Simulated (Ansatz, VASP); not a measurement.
**Tl: VASP beside Ansatz**

```
CELL_PARAMETERS angstrom
5.63252 0.00000 0.00000
-2.81626 4.87791 0.00000
0.00000 0.00000 3.46162
ATOMIC_POSITIONS crystal
Tl 0.00000 0.00000 0.00000
Tl 0.33333 0.66667 0.50000
Tl 0.66667 0.33333 0.50000
```

Alike in both runs: functional PBE; k mesh 7 × 7 × 10; occupations fermi-dirac, width 0.1 eV; no spin polarisation.

Ansatz relaxed the structure, and its values are those at the end. VASP's run is a single point on that final structure, the one shown.

|  | VASP | Ansatz |
| --- | --- | --- |
| version | VASP 6.6.1 | Ansatz 0.2.0 |
| potentials or method | VASP PAW PBE potentials, release 64 (Tl_d), cutoff 520 eV | plane waves (420 eV) with PAW, scalar-relativistic |
| valence electrons in the cell | 39 | 39 |

```tsv
	VASP	Ansatz	Ansatz less VASP
pressure (GPa)	-0.1	0.0	+0.06
```

Neither program's run includes spin-orbit coupling.
